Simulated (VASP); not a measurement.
# SiC (P3m1) in VASP: notebook

The runs below take SiC through single point, with PBE.

Everything below comes from runs of VASP 6.6.1. Logs are shortened: lines on timing, memory, paths and dates and some standing lists are left out, and cuts for length are marked.

### Step 1. The cell of the first run

It takes space group P3m1 (No. 156, trigonal). Conventional cell: a = 3.097 Å, b = 3.097 Å, c = 15.022 Å, α = 90.00°, β = 90.00°, γ = 120.00°. Si (site symmetry 3m) has 4 C at 1.90 Å within 2.5 Å. Si (site symmetry 3m) has 4 C at 1.90 Å within 2.5 Å. Si (site symmetry 3m) has 4 C at 1.90 Å within 2.5 Å. Si (site symmetry 3m) has 4 C at 1.90 Å within 2.5 Å. Within 2.5 Å of Si (site symmetry 3m) lie 4 C at 1.90 Å. Si (site symmetry 3m) has 4 C at 1.75 to 1.90 Å within 2.3 Å. Within 2.5 Å of C (site symmetry 3m) lie 4 Si at 1.90 Å. Within 2.5 Å of C (site symmetry 3m) lie 4 Si at 1.90 Å.

### Step 2. Single point, PBE (the distance across one plane changed)

The input, INCAR:

```
ALGO = Normal
EDIFF = 1E-7
ENCUT = 520
GGA = PE
ISIF = 2
ISMEAR = 0
LASPH = T
LCHARG = F
LREAL = F
LWAVE = F
NBANDS = 36
NELM = 60
PREC = Accurate
SIGMA = 0.05
```

The input, KPOINTS:

```
k-points
0
Gamma
  10 10 2
```

The input, POSCAR:

```
SiC
1.0
    2.1898640950     -2.1898640950      0.0000000000
    2.1898640950      0.0000000000     -2.1898640950
    8.6728538395      8.6728538395      8.6728538395
Si C
6 6
Direct
    1.0000000000      0.0000000000      0.3997522499
    0.3333333333      0.3333333333      0.2314213378
    0.6666666667      0.6666666667      0.5680831619
    1.0000000000      1.0000000000      0.9047449859
    0.3333333333      0.3333333333      0.7364140739
    0.6666666667      0.6666666667      0.0630904258
    0.6666666667      0.6666666667      0.4418349779
    0.0000000000      0.0000000000      0.2735040659
    0.3333333333      0.3333333333      0.6101658899
    0.6666666667      0.6666666667      0.9468277139
    0.0000000000      0.0000000000      0.7784968019
    0.3333333333      0.3333333333      0.1051731538
```

Potentials or basis: VASP PAW PBE potentials, release 64 (Si, C).

Launch:

```console
cat potpaw_PBE.64/Si/POTCAR potpaw_PBE.64/C/POTCAR > POTCAR
mpirun -np 1 vasp_std > vasp.out
```

OUTCAR:

```text
EDIFF = 1E-7
   ENCUT = 520
   GGA = PE
   ISIF = 2
   ISMEAR = 0
   LASPH = T
   LREAL = F
   NELM = 60
   PREC = Accurate

 ion  position               nearest neighbor table
   1  0.000  0.000  0.400-   8 1.90   7 1.90   7 1.90   7 1.90   3 3.10   3 3.10   3 3.10   2 3.10
                             2 3.10   2 3.10
   2  0.333  0.333  0.231-  12 1.90   8 1.90   8 1.90   8 1.90   6 3.10   6 3.10   6 3.10   1 3.10
                             1 3.10   1 3.10
   3  0.667  0.667  0.568-   7 1.90   9 1.90   9 1.90   9 1.90   1 3.10   5 3.10   5 3.10   1 3.10
                             1 3.10   5 3.10
   4  0.000  0.000  0.905-  11 1.90  10 1.90  10 1.90  10 1.90   6 2.98   6 2.98   6 2.98   5 3.10
                             5 3.10   5 3.10
   5  0.333  0.333  0.736-   9 1.90  11 1.90  11 1.90  11 1.90   4 3.10   3 3.10   3 3.10   4 3.10
                             4 3.10   3 3.10
   6  0.667  0.667  0.063-  10 1.75  12 1.90  12 1.90  12 1.90   4 2.98   4 2.98   4 2.98   2 3.10
                             2 3.10   2 3.10
   7  0.667  0.667  0.442-   3 1.90   1 1.90   1 1.90   1 1.90
   8  0.000  0.000  0.274-   1 1.90   2 1.90   2 1.90   2 1.90
   9  0.333  0.333  0.610-   5 1.90   3 1.90   3 1.90   3 1.90
  10  0.667  0.667  0.947-   6 1.75   4 1.90   4 1.90   4 1.90
  11  0.000  0.000  0.778-   4 1.90   5 1.90   5 1.90   5 1.90
  12  0.333  0.333  0.105-   2 1.90   6 1.90   6 1.90   6 1.90

  LATTYP: Found a hexagonal cell.
 ALAT       =     3.0969355029
 C/A-ratio  =     4.8505445085

  Lattice vectors:

 A1 = (  -2.1898640950,   0.0000000000,   2.1898640950)
 A2 = (   2.1898640950,  -2.1898640950,   0.0000000000)
 A3 = (   8.6728538395,   8.6728538395,   8.6728538395)

Analysis of symmetry for initial positions (statically):
=====================================================================
 Subroutine PRICEL returns:
 Original cell was already a primitive cell.

 Routine SETGRP: Setting up the symmetry group for a
 hexagonal supercell.

 Subroutine GETGRP returns: Found  6 space group operations
 (whereof  6 operations were pure point group operations)
 out of a pool of 24 trial point group operations.

The static configuration has the point symmetry C_3v.

Analysis of symmetry for dynamics (positions and initial velocities):
=====================================================================
 Subroutine PRICEL returns:
 Original cell was already a primitive cell.

 Routine SETGRP: Setting up the symmetry group for a
 hexagonal supercell.

 Subroutine GETGRP returns: Found  6 space group operations
 (whereof  6 operations were pure point group operations)
 out of a pool of 24 trial point group operations.

The dynamic configuration has the point symmetry C_3v.

 Subroutine INISYM returns: Found  6 space group operations
 (whereof  6 operations are pure point group operations),
 and found     1 'primitive' translations

----------------------------------------------------------------------------------------

                                     Primitive cell

  volume of cell :     124.7721

  direct lattice vectors                    reciprocal lattice vectors
     2.189864095 -2.189864095  0.000000000     0.152216448 -0.304432895  0.152216448
     2.189864095  0.000000000 -2.189864095     0.152216448  0.152216448 -0.304432895
     8.672853840  8.672853840  8.672853840     0.038434100  0.038434100  0.038434100

  length of vectors
     3.096935503  3.096935503 15.021823497     0.372852627  0.372852627  0.066569814

  position of ions in fractional coordinates (direct lattice)
     0.000000000  0.000000000  0.399752250
     0.333333333  0.333333333  0.231421338
     0.666666667  0.666666667  0.568083162
     0.000000000  0.000000000  0.904744986
     0.333333333  0.333333333  0.736414074
     0.666666667  0.666666667  0.063090426
     0.666666667  0.666666667  0.441834978
     0.000000000  0.000000000  0.273504066
     0.333333333  0.333333333  0.610165890
     0.666666667  0.666666667  0.946827714
     0.000000000  0.000000000  0.778496802
     0.333333333  0.333333333  0.105173154

  ion indices of the primitive-cell ions
   primitive index   ion index
                 1           1
                 2           2
                 3           3
                 4           4
                 5           5
                 6           6
                 7           7
                 8           8
                 9           9
                10          10
                11          11
                12          12

----------------------------------------------------------------------------------------

 KPOINTS: k-points

Automatic generation of k-mesh.
 Grid dimensions read from file:
 generate k-points for:   10   10    2

 Generating k-lattice:

  Cartesian coordinates                     Fractional coordinates (reciprocal lattice)
     0.015221645 -0.030443290  0.015221645     0.100000000  0.000000000  0.000000000
     0.015221645  0.015221645 -0.030443290     0.000000000  0.100000000  0.000000000
     0.019217050  0.019217050  0.019217050     0.000000000  0.000000000  0.500000000

  Length of vectors
     0.037285263  0.037285263  0.033284907

  Shift w.r.t. Gamma in fractional coordinates (k-lattice)
     0.000000000  0.000000000  0.000000000

 Subroutine IBZKPT returns following result:
 ===========================================

 Found     28 irreducible k-points:

 Following reciprocal coordinates:
            Coordinates               Weight
  0.000000  0.000000  0.000000      1.000000
  0.100000  0.000000  0.000000      6.000000
  0.200000  0.000000  0.000000      6.000000
  0.300000  0.000000  0.000000      6.000000
  0.400000  0.000000  0.000000      6.000000
  0.500000  0.000000  0.000000      3.000000
[... 16 lines left out ...]
  0.400000  0.100000  0.500000     12.000000
  0.500000  0.100000  0.500000     12.000000
 [... further k-points ...]
   k-points           NKPTS =     28   k-points in BZ     NKDIM =     28   number of bands    NBANDS=     36
   number of dos      NEDOS =    301   number of ions     NIONS =     12
   total plane-waves  NPLWV =  64512
   dimension x,y,z NGX =    24 NGY =   24 NGZ =  112
   dimension x,y,z NGXF=    48 NGYF=   48 NGZF=  224
   ions per type =               6   6
   NGX,Y,Z   is equivalent  to a cutoff of  12.88, 12.88, 12.39 a.u.
   NGXF,Y,Z  is equivalent  to a cutoff of  25.77, 25.77, 24.79 a.u.
 SYSTEM =  unknown system
   PREC   = accura    normal or accurate (medium, high low for compatibility)
   ISTART =      0    job   : 0-new  1-cont  2-samecut
   ICHARG =      2    charge: 1-file 2-atom 10-const
   ISPIN  =      1    spin polarized calculation?
   LNONCOLLINEAR =      F non collinear calculations
   LSORBIT =      F    spin-orbit coupling
   LASPH  =      T    aspherical Exc in radial PAW
   ENCUT  =  520.0 eV  38.22 Ry    6.18 a.u.   5.76  5.76 27.93*2*pi/ulx,y,z
   NELM   =     60;   NELMIN=  2; NELMDL= -5     # of ELM steps
   EDIFF  = 0.1E-06   stopping-criterion for ELM
   LREAL  =      F    real-space projection
   EDIFFG = 0.1E-05   stopping-criterion for IOM
   NSW    =      0    number of steps for IOM
   IBRION =     -1    ionic relax: 0-MD 1-quasi-New 2-CG
   NFREE  =      0    steps in history (QN), initial steepest desc. (CG)
   ISIF   =      2    stress and relaxation
   ISYM   =      2    0-nonsym 1-usesym 2-fastsym
   POTIM  = 0.5000    time-step for ionic-motion
   TEBEG  =    0.0;   TEEND  =   0.0 temperature during run
   PSTRESS=    0.0 pullay stress
   NELECT =      48.0000    total number of electrons
   NUPDOWN=      -1.0000    fix difference up-down
   EMIN   =  10.00;   EMAX   =-10.00  energy-range for DOS
   EFERMI =   0.00;   METHOD = LEGACY
   ISMEAR =     0;   SIGMA  =   0.05  broadening in eV -4-tet -1-fermi 0-gaus
   EFERMI_NEDOS =   21; number of points for ismear=-14 and -15
   IALGO  =     38    algorithm
   IMIX   =      4    mixing-type and parameters
     AMIX     =   0.40;   BMIX     =  1.00
     AMIX_MAG =   1.60;   BMIX_MAG =  1.00
  volume/ion in A,a.u.               =      10.40        70.17
  Fermi-wavevector in a.u.,A,eV,Ry     =   1.190646  2.249995 19.288139  1.417638
  Thomas-Fermi vector in A             =   2.326726
   LORBIT       =      0    0 simple, 1 ext, 2 COOP (PROOUT), +10 PAW based schemes
   GGA     = PE    functional components
   LHFCALC =     F    Hartree Fock is set to
   AEXX    =    0.0000 exact exchange contribution
   IVDW    =     0    specifies the selected vdW correction
   LEPSILON=     F    determine dielectric tensor
   LRPA    =     F    only Hartree local field effects (RPA)
 non-spin polarized calculation
 Gauss-broadening in eV      SIGMA  =   0.05
  energy-cutoff  :      520.00
  volume of cell :      124.77
 maximum number of plane-waves:      3384
   NGX = 11   NGY = 11   NGZ = 55

 number of electron      48.0000001 magnetization

 Free energy of the ion-electron system (eV)
  ---------------------------------------------------
  ext. energy  EPLUGINS =         0.00000000
  ---------------------------------------------------
  free energy    TOTEN  =       -90.13704660 eV

  energy without entropy =      -90.13704660  energy(sigma->0) =      -90.13704660

 E-fermi :   8.3481     XC(G=0): -11.3330

 val. band max:        8.1254515881   @ k =   0.0000   0.0000   0.0000
 cond. band min:       9.3861498523   @ k =   0.5000   0.0000   0.0000
 fundamental gap:      1.2606982642
 Fermi energy:         8.3480529562

 k-point     1 :       0.0000    0.0000    0.0000
  band No.  band energies     occupation
      1      -7.4280      2.00000
      2      -6.8566      2.00000
      3      -6.6472      2.00000
      4      -5.3042      2.00000
      5      -5.1158      2.00000
      6      -3.6548      2.00000
[... 28 lines left out ...]
     35      15.4033      0.00000
     36      15.5375      0.00000
[... 866 lines left out ...]
      6      -2.1971      2.00000
[... 28 lines left out ...]
     35      15.7665      0.00000
     36      15.8817      0.00000

 [... further k-points ...]

------------------------ aborting loop because EDIFF is reached ----------------------------------------

  FORCE on cell =-STRESS in cart. coord.  units (eV):
  Direction    XX          YY          ZZ          XY          YZ          ZX
  --------------------------------------------------------------------------------------
  -------------------------------------------------------------------------------------
  Total        2.1197711      2.1197711      2.1197711      2.0113092      2.0113092      2.0113092
  in kB       27.2196122     27.2196122     27.2196122     25.8268721     25.8268721     25.8268721
  external PRESSURE =      27.2196122 kB  Pullay stress =       0.0000000 kB

 VOLUME and BASIS-vectors are now :
 -----------------------------------------------------------------------------
  energy-cutoff  :      520.00
  volume of cell :      124.77
      direct lattice vectors                 reciprocal lattice vectors
     2.189864095 -2.189864095  0.000000000     0.152216448 -0.304432895  0.152216448
     2.189864095  0.000000000 -2.189864095     0.152216448  0.152216448 -0.304432895
     8.672853840  8.672853840  8.672853840     0.038434100  0.038434100  0.038434100

 POSITION                                       TOTAL-FORCE (eV/Angst)
 -----------------------------------------------------------------------------------
      3.46699      3.46699      3.46699        -0.060664     -0.060664     -0.060664
      3.46699      1.27713      1.27713        -0.060483     -0.060483     -0.060483
      7.84672      3.46699      3.46699        -0.060060     -0.060060     -0.060060
      7.84672      7.84672      7.84672        -0.341881     -0.341881     -0.341881
      7.84672      5.65686      5.65686        -0.065586     -0.065586     -0.065586
      3.46699     -0.91274     -0.91274         1.833139      1.833139      1.833139
      6.75179      2.37206      2.37206         0.060094      0.060094      0.060094
      2.37206      2.37206      2.37206         0.061242      0.061242      0.061242
      6.75179      4.56192      4.56192         0.060576      0.060576      0.060576
     11.13152      6.75179      6.75179        -1.661058     -1.661058     -1.661058
      6.75179      6.75179      6.75179         0.064520      0.064520      0.064520
      2.37206      0.18220      0.18220         0.170160      0.170160      0.170160
 -----------------------------------------------------------------------------------
    total drift:                                0.000029      0.000030      0.000030

  FREE ENERGIE OF THE ION-ELECTRON SYSTEM (eV)
  ---------------------------------------------------
  free  energy   TOTEN  =       -90.1370465967 eV

  energy  without entropy=      -90.1370465967  energy(sigma->0) =      -90.13704660
```

Run time: 58 s. Hardware: 1 thread of Intel Xeon 6975P-C (Granite Rapids), shared host; peak memory 0.28 GiB.

What came out:

| Property | Result |
| --- | --- |
| Free energy | -90.1370 eV |
| Pressure | 2.7 GPa |
| Largest force | 3.175 eV/Å |
| Band gap on the k mesh | 1.26 eV |

Forces in eV/Å, atoms in the order of the input:
```
Si  -0.061 -0.061 -0.061
Si  -0.060 -0.060 -0.060
Si  -0.060 -0.060 -0.060
Si  -0.342 -0.342 -0.342
Si  -0.066 -0.066 -0.066
Si   1.833  1.833  1.833
C    0.060  0.060  0.060
C    0.061  0.061  0.061
C    0.061  0.061  0.061
C   -1.661 -1.661 -1.661
C    0.065  0.065  0.065
C    0.170  0.170  0.170
```

Levels at points of the mesh, in eV from the valence-band top:
| k point | band 22 | band 23 | band 24 | band 25 | band 26 | band 27 |
| --- | --- | --- | --- | --- | --- | --- |
| (0.00, 0.00, 0.00) | -0.07 | 0.00 | 0.00 | 5.00 | 5.37 | 5.54 |
| (0.50, 0.00, 0.00) | -1.73 | -1.11 | -1.05 | 1.26 | 2.54 | 2.72 |
| (0.00, 0.00, 0.50) | -0.23 | -0.03 | -0.03 | 5.00 | 5.32 | 5.69 |
| (0.50, 0.00, 0.50) | -1.56 | -1.40 | -1.17 | 1.62 | 1.85 | 3.55 |

Caveat: the cell differs from its parent crystal (the distance across one plane changed); forces of over 1 eV/Å act on the atoms, so gaps and moduli don't describe the material at rest. A k mesh can miss the band edges.

### Step 3. Single point, PBE (the distance across one plane changed)

The input, INCAR:

```
PREC = Accurate
ENCUT = 520
EDIFF = 1E-7
ISMEAR = 0
SIGMA = 0.05
LREAL = F
LASPH = T
NELM = 100
ALGO = Normal
ISIF = 2
LWAVE = F
LCHARG = T
GGA = PE
LELF = T
LVHAR = T
NBANDS = 36
```

The input, KPOINTS:

```
Automatic mesh
0
Gamma
  10 10 2
```

The input, POSCAR:

```
SiC
1.0
    2.1898640950     -2.1898640950      0.0000000000
    2.1898640950      0.0000000000     -2.1898640950
    8.9037939472      8.9037939472      8.9037939472
Si C
6 6
Direct
    1.0000000000      0.0000000000      0.3893837678
    0.3333333333      0.3333333333      0.2254189001
    0.6666666667      0.6666666667      0.5533486355
    1.0000000000      1.0000000000      0.8812783710
    0.3333333333      0.3333333333      0.7173135032
    0.6666666667      0.6666666667      0.0614540324
    0.6666666667      0.6666666667      0.4303749848
    0.0000000000      0.0000000000      0.2664101171
    0.3333333333      0.3333333333      0.5943398525
    0.6666666667      0.6666666667      0.9222695879
    0.0000000000      0.0000000000      0.7583047202
    0.3333333333      0.3333333333      0.1024452493
```

Potentials or basis: VASP PAW PBE potentials, release 64 (Si, C).

Launch:

```console
cat potpaw_PBE.64/Si/POTCAR potpaw_PBE.64/C/POTCAR > POTCAR
mpirun -np 1 vasp_std > vasp.out
```

Run time: 67 s. Hardware: 1 thread of Intel Xeon 6975P-C (Granite Rapids), shared host; peak memory 0.28 GiB.

The run converged. Its results:

* Free energy: -90.0181 eV
* Pressure: -2.3 GPa
* Largest force: 2.037 eV/Å
* Band gap on the k mesh: 1.10 eV

Forces on the atoms (eV/Å):
```
Si   0.085  0.085  0.085
Si   0.090  0.090  0.090
Si   0.084  0.084  0.084
Si   0.492  0.492  0.492
Si   0.093  0.093  0.093
Si  -1.176 -1.176 -1.176
C   -0.085 -0.085 -0.085
C   -0.086 -0.086 -0.086
C   -0.085 -0.085 -0.085
C    0.881  0.881  0.881
C   -0.099 -0.099 -0.099
C   -0.194 -0.194 -0.194
```

Stress tensor (GPa, compression positive):
```
-2.29 -2.08 -2.08
-2.08 -2.29 -2.08
-2.08 -2.08 -2.29
```

Levels at points of the mesh, in eV from the valence-band top:
```csv
k point,band 22,band 23,band 24,band 25,band 26,band 27
"(0.00, 0.00, 0.00)",-0.24,0.00,0.00,4.94,5.17,5.26
"(0.50, 0.00, 0.00)",-1.83,-1.23,-1.22,1.10,2.37,2.61
"(0.00, 0.00, 0.50)",-0.40,-0.01,-0.01,4.95,5.19,5.44
"(0.50, 0.00, 0.50)",-1.64,-1.62,-1.28,1.43,1.74,3.35
```

Caveat: the cell differs from its parent crystal (the distance across one plane changed); forces of over 1 eV/Å act on the atoms, so gaps and moduli don't describe the material at rest. A k mesh can miss the band edges.
